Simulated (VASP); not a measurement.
# Yb (Pm-3m) in VASP: notebook, part 2 of 2

VASP 6.6.1. The steps go on from the part before.

### Step 3. Single point, LDA (30.64 Å³/atom)

This run uses another cell than the first one, of 30.64 Å³/atom.

Input file INCAR:

```
ALGO = Normal
EDIFF = 1E-7
ENCUT = 520
GGA = CA
ISIF = 2
ISMEAR = -1
LASPH = T
LCHARG = F
LREAL = F
LWAVE = F
NBANDS = 18
NELM = 100
PREC = Accurate
SIGMA = 0.1
```

Input file KPOINTS:

```
k-points
0
Gamma
  11 11 11
```

Input file POSCAR:

```
Yb
1.0
    3.1292227350      0.0000000000      0.0000000000
    0.0000000000      3.1292227350      0.0000000000
    0.0000000000      0.0000000000      3.1292227350
Yb
1
Direct
    0.0000000000      0.0000000000      0.0000000000
```

Potentials or basis: VASP PAW PBE potentials, release 64 (Yb).

Launch:

```bash
cat potpaw_PBE.64/Yb/POTCAR > POTCAR
mpirun -np 1 vasp_std > vasp.out
```

OUTCAR:

```text
EDIFF = 1E-7
   ENCUT = 520
   GGA = CA
   ISIF = 2
   ISMEAR = -1
   LASPH = T
   LREAL = F
   NELM = 100
   PREC = Accurate

 ion  position               nearest neighbor table
   1  0.000  0.000  0.000-

  LATTYP: Found a simple cubic cell.
 ALAT       =     3.1292227350

  Lattice vectors:

 A1 = (   3.1292227350,   0.0000000000,   0.0000000000)
 A2 = (   0.0000000000,   3.1292227350,   0.0000000000)
 A3 = (   0.0000000000,   0.0000000000,   3.1292227350)

Analysis of symmetry for initial positions (statically):
=====================================================================
 Subroutine PRICEL returns:
 Original cell was already a primitive cell.

 Routine SETGRP: Setting up the symmetry group for a
 simple cubic supercell.

 Subroutine GETGRP returns: Found 48 space group operations
 (whereof 48 operations were pure point group operations)
 out of a pool of 48 trial point group operations.

The static configuration has the point symmetry O_h .

Analysis of symmetry for dynamics (positions and initial velocities):
=====================================================================
 Subroutine PRICEL returns:
 Original cell was already a primitive cell.

 Routine SETGRP: Setting up the symmetry group for a
 simple cubic supercell.

 Subroutine GETGRP returns: Found 48 space group operations
 (whereof 48 operations were pure point group operations)
 out of a pool of 48 trial point group operations.

The dynamic configuration has the point symmetry O_h .

 Subroutine INISYM returns: Found 48 space group operations
 (whereof 48 operations are pure point group operations),
 and found     1 'primitive' translations

----------------------------------------------------------------------------------------

                                     Primitive cell

  volume of cell :      30.6415

  direct lattice vectors                    reciprocal lattice vectors
     3.129222735  0.000000000  0.000000000     0.319568175  0.000000000  0.000000000
     0.000000000  3.129222735  0.000000000     0.000000000  0.319568175  0.000000000
     0.000000000  0.000000000  3.129222735     0.000000000  0.000000000  0.319568175

  length of vectors
     3.129222735  3.129222735  3.129222735     0.319568175  0.319568175  0.319568175

  position of ions in fractional coordinates (direct lattice)
     0.000000000  0.000000000  0.000000000

  ion indices of the primitive-cell ions
   primitive index   ion index
                 1           1

----------------------------------------------------------------------------------------

 KPOINTS: k-points

Automatic generation of k-mesh.
 Grid dimensions read from file:
 generate k-points for:   11   11   11

 Generating k-lattice:

  Cartesian coordinates                     Fractional coordinates (reciprocal lattice)
     0.029051652  0.000000000  0.000000000     0.090909091  0.000000000  0.000000000
     0.000000000  0.029051652  0.000000000     0.000000000  0.090909091  0.000000000
     0.000000000  0.000000000  0.029051652     0.000000000  0.000000000  0.090909091

  Length of vectors
     0.029051652  0.029051652  0.029051652

  Shift w.r.t. Gamma in fractional coordinates (k-lattice)
     0.000000000  0.000000000  0.000000000

 Subroutine IBZKPT returns following result:
 ===========================================

 Found     56 irreducible k-points:

 Following reciprocal coordinates:
            Coordinates               Weight
  0.000000  0.000000  0.000000      1.000000
  0.090909  0.000000  0.000000      6.000000
  0.181818  0.000000  0.000000      6.000000
  0.272727  0.000000  0.000000      6.000000
  0.363636  0.000000  0.000000      6.000000
  0.454545  0.000000  0.000000      6.000000
[... 16 lines left out ...]
  0.181818  0.090909  0.090909     24.000000
  0.272727  0.090909  0.090909     24.000000
 [... further k-points ...]
   k-points           NKPTS =     56   k-points in BZ     NKDIM =     56   number of bands    NBANDS=     18
   number of dos      NEDOS =    301   number of ions     NIONS =      1
   total plane-waves  NPLWV =  13824
   dimension x,y,z NGX =    24 NGY =   24 NGZ =   24
   dimension x,y,z NGXF=    48 NGYF=   48 NGZF=   48
   ions per type =               1
   NGX,Y,Z   is equivalent  to a cutoff of  12.75, 12.75, 12.75 a.u.
   NGXF,Y,Z  is equivalent  to a cutoff of  25.50, 25.50, 25.50 a.u.
 SYSTEM =  unknown system
   PREC   = accura    normal or accurate (medium, high low for compatibility)
   ISTART =      0    job   : 0-new  1-cont  2-samecut
   ICHARG =      2    charge: 1-file 2-atom 10-const
   ISPIN  =      1    spin polarized calculation?
   LNONCOLLINEAR =      F non collinear calculations
   LSORBIT =      F    spin-orbit coupling
   LASPH  =      T    aspherical Exc in radial PAW
   ENCUT  =  520.0 eV  38.22 Ry    6.18 a.u.   5.82  5.82  5.82*2*pi/ulx,y,z
   NELM   =    100;   NELMIN=  2; NELMDL= -5     # of ELM steps
   EDIFF  = 0.1E-06   stopping-criterion for ELM
   LREAL  =      F    real-space projection
   EDIFFG = 0.1E-05   stopping-criterion for IOM
   NSW    =      0    number of steps for IOM
   IBRION =     -1    ionic relax: 0-MD 1-quasi-New 2-CG
   NFREE  =      0    steps in history (QN), initial steepest desc. (CG)
   ISIF   =      2    stress and relaxation
   ISYM   =      2    0-nonsym 1-usesym 2-fastsym
   POTIM  = 0.5000    time-step for ionic-motion
   TEBEG  =    0.0;   TEEND  =   0.0 temperature during run
   PSTRESS=    0.0 pullay stress
   NELECT =      24.0000    total number of electrons
   NUPDOWN=      -1.0000    fix difference up-down
   EMIN   =  10.00;   EMAX   =-10.00  energy-range for DOS
   EFERMI =   0.00;   METHOD = LEGACY
   ISMEAR =    -1;   SIGMA  =   0.10  broadening in eV -4-tet -1-fermi 0-gaus
   EFERMI_NEDOS =   21; number of points for ismear=-14 and -15
   IALGO  =     38    algorithm
   IMIX   =      4    mixing-type and parameters
     AMIX     =   0.40;   BMIX     =  1.00
     AMIX_MAG =   1.60;   BMIX_MAG =  1.00
  volume/ion in A,a.u.               =      30.64       206.78
  Fermi-wavevector in a.u.,A,eV,Ry     =   1.509068  2.851725 30.984354  2.277286
  Thomas-Fermi vector in A             =   2.619439
   LORBIT       =      0    0 simple, 1 ext, 2 COOP (PROOUT), +10 PAW based schemes
   GGA     = CA    functional components
   LHFCALC =     F    Hartree Fock is set to
   AEXX    =    0.0000 exact exchange contribution
   IVDW    =     0    specifies the selected vdW correction
   LEPSILON=     F    determine dielectric tensor
   LRPA    =     F    only Hartree local field effects (RPA)
 non-spin polarized calculation
  energy-cutoff  :      520.00
  volume of cell :       30.64
 maximum number of plane-waves:       840
 NGX is ok and might be reduce to    24
   NGX = 11   NGY = 11   NGZ = 11

 number of electron      23.9999978 magnetization

 Free energy of the ion-electron system (eV)
  ---------------------------------------------------
  ext. energy  EPLUGINS =         0.00000000
  ---------------------------------------------------
  free energy    TOTEN  =        -3.69715719 eV

  energy without entropy =       -3.63896632  energy(sigma->0) =       -3.66806175

 E-fermi :   1.6567     XC(G=0): -10.4708

 val. band max:        1.6565302249   @ k =   0.4545   0.4545   0.4545
 cond. band min:       1.7369570699   @ k =   0.4545   0.1818   0.0000
 fundamental gap:      0.0804268450
 Fermi energy:         1.6566947147

 k-point     1 :       0.0000    0.0000    0.0000
  band No.  band energies     occupation
      1     -49.8972      2.00000
      2     -22.0333      2.00000
      3     -22.0333      2.00000
      4     -22.0333      2.00000
      5      -3.5565      2.00000
      6       1.0496      1.99539
[... 10 lines left out ...]
     17       9.3781      0.00000
     18      13.3543      0.00000

 k-point     2 :       0.0909    0.0000    0.0000
  band No.  band energies     occupation
      1     -49.8931      2.00000
      2     -22.1085      2.00000
      3     -22.0270      2.00000
      4     -22.0270      2.00000
      5      -3.3652      2.00000
      6       1.0356      1.99599
[... 10 lines left out ...]
     17       9.4077      0.00000
     18      12.4403      0.00000
[... 442 lines left out ...]
 k-point    24 :       0.2727    0.0909    0.0909
  band No.  band energies     occupation
      1     -49.8590      2.00000
      2     -22.5356      2.00000
      3     -22.0580      2.00000
      4     -22.0495      2.00000
      5      -1.7020      2.00000
      6       0.9761      1.99779
[... 10 lines left out ...]
     17       8.7722      0.00000
     18      11.2157      0.00000

 [... further k-points ...]

------------------------ aborting loop because EDIFF is reached ----------------------------------------

  FORCE on cell =-STRESS in cart. coord.  units (eV):
  Direction    XX          YY          ZZ          XY          YZ          ZX
  --------------------------------------------------------------------------------------
  -------------------------------------------------------------------------------------
  Total        0.0502049      0.0502049      0.0502049      0.0000000     -0.0000000      0.0000000
  in kB        2.6251072      2.6251072      2.6251072      0.0000000     -0.0000000      0.0000000
  external PRESSURE =       2.6251072 kB  Pullay stress =       0.0000000 kB

 VOLUME and BASIS-vectors are now :
 -----------------------------------------------------------------------------
  energy-cutoff  :      520.00
  volume of cell :       30.64
      direct lattice vectors                 reciprocal lattice vectors
     3.129222735  0.000000000  0.000000000     0.319568175  0.000000000  0.000000000
     0.000000000  3.129222735  0.000000000     0.000000000  0.319568175  0.000000000
     0.000000000  0.000000000  3.129222735     0.000000000  0.000000000  0.319568175

 POSITION                                       TOTAL-FORCE (eV/Angst)
 -----------------------------------------------------------------------------------
      0.00000      0.00000      0.00000         0.000000      0.000000      0.000000
 -----------------------------------------------------------------------------------
    total drift:                                0.000000      0.000000      0.000000

  FREE ENERGIE OF THE ION-ELECTRON SYSTEM (eV)
  ---------------------------------------------------
  free  energy   TOTEN  =        -3.6971571877 eV

  energy  without entropy=       -3.6389663166  energy(sigma->0) =       -3.66806175
```

It took 27 s on 1 thread of Intel Xeon Platinum 8488C (Sapphire Rapids), shared host; peak memory 0.15 GiB.

Results:

| Item | Value |
| --- | --- |
| Free energy | -3.6972 eV |
| Pressure | 0.3 GPa |
| Band gap on the k mesh | zero (bands 12 and 13 overlap by 0.08 eV) |

Levels at points of the mesh, in eV from the Fermi level:
| k point | band 10 | band 11 | band 12 | band 13 | band 14 | band 15 |
| --- | --- | --- | --- | --- | --- | --- |
| (0.00, 0.00, 0.00) | -0.57 | -0.57 | -0.46 | 0.23 | 0.23 | 7.72 |

Caveat: the PAW data sets were made with another functional, which shifts forces and pressure a little; spin-orbit coupling is left out, which moves the levels of the heavy elements.

### Step 4. Single point, LDA (31.87 Å³/atom)

This run uses another cell than the first one, of 31.87 Å³/atom.

Input file INCAR:

```
SYSTEM = Yb
PREC = Accurate
ENCUT = 520
EDIFF = 1E-6
ISMEAR = -1
SIGMA = 0.1
LREAL = .FALSE.
LASPH = .TRUE.
NELM = 100
ALGO = Normal
ISIF = 2
LWAVE = .FALSE.
LCHARG = .TRUE.
GGA = CA
LELF = .TRUE.
LVHAR = .TRUE.
NBANDS = 18
```

Input file KPOINTS:

```
Automatic mesh
0
G
  11 11 11
  0 0 0
```

Input file POSCAR:

```
Yb
1.0
    3.1704014406      0.0000000000      0.0000000000
    0.0000000000      3.1704014406      0.0000000000
    0.0000000000      0.0000000000      3.1704014406
Yb
1
Direct
    0.0000000000      0.0000000000      0.0000000000
```

Launch:

```bash
cat potpaw_PBE.64/Yb/POTCAR > POTCAR
mpirun -np 1 vasp_std > vasp.out
```

It took 27 s on 1 thread of Intel Xeon Platinum 8488C (Sapphire Rapids), shared host; peak memory 0.16 GiB.

Results (log left out):

| Item | Value |
| --- | --- |
| Free energy | -3.6938 eV |
| Pressure | -1.7 GPa |
| Band gap on the k mesh | zero (bands 12 and 13 overlap by 0.17 eV) |

Levels at points of the mesh, in eV from the Fermi level:
| k point | band 10 | band 11 | band 12 | band 13 | band 14 | band 15 |
| --- | --- | --- | --- | --- | --- | --- |
| (0.00, 0.00, 0.00) | -0.56 | -0.56 | -0.46 | 0.29 | 0.29 | 7.49 |

Caveat: the PAW data sets were made with another functional, which shifts forces and pressure a little; spin-orbit coupling is left out, which moves the levels of the heavy elements.

### Step 5. Single point, LDA (33.09 Å³/atom)

This run uses another cell than the first one, of 33.09 Å³/atom.

Input file INCAR:

```
ALGO = Normal
EDIFF = 1E-6
ENCUT = 520
GGA = CA
ISIF = 2
ISMEAR = -1
LASPH = T
LCHARG = F
LREAL = F
LWAVE = F
NBANDS = 18
NELM = 100
PREC = Accurate
SIGMA = 0.1
```

Input file KPOINTS:

```
k-points
0
Gamma
  11 11 11
```

Input file POSCAR:

```
Yb
1.0
    3.2105373652      0.0000000000      0.0000000000
    0.0000000000      3.2105373652      0.0000000000
    0.0000000000      0.0000000000      3.2105373652
Yb
1
Direct
    0.0000000000      0.0000000000      0.0000000000
```

Launch:

```bash
cat potpaw_PBE.64/Yb/POTCAR > POTCAR
mpirun -np 1 vasp_std > vasp.out
```

Wall time 25 s (1 thread of Intel Xeon Platinum 8488C (Sapphire Rapids), shared host); peak memory 0.16 GiB.

Results (log left out):

```yaml
Free_energy: -3.6858 eV
Pressure: -2.3 GPa
Band_gap_on_the_k_mesh: zero (bands 12 and 13 overlap by 0.24 eV)
```

Levels at points of the mesh, in eV from the Fermi level:
```
           k point  band 9  band 10  band 11  band 12  band 13  band 14  band 15  band 16
(0.00, 0.00, 0.00)   -0.55    -0.55    -0.55    -0.46     0.34     0.34     7.27     7.27
```

Caveat: the PAW data sets were made with another functional, which shifts forces and pressure a little; spin-orbit coupling is left out, which moves the levels of the heavy elements.

### Step 6. The runs side by side

```csv
cell,gap on the mesh (eV),pressure (GPa)
"a = 3.087 Å, 1 atom",none,0.2
"a = 3.129 Å, 1 atom",none,0.3
"a = 3.170 Å, 1 atom",none,-1.7
"a = 3.211 Å, 1 atom",none,-2.3
```

Alike in all rows: task single point; level LDA; potentials or basis VASP PAW PBE potentials, release 64 (Yb); no spin polarisation; k mesh 11 × 11 × 11; cutoff (eV) 520; smearing fermi-dirac 0.1 eV.

Caveats: the PAW data sets were made with another functional, which shifts forces and pressure a little; spin-orbit coupling is left out, which moves the levels of the heavy elements.

Total energies depend on the potentials used, so only differences within one code and one set of settings carry meaning.

The gap in the log of VASP goes by the Fermi energy; the results here count the filled bands.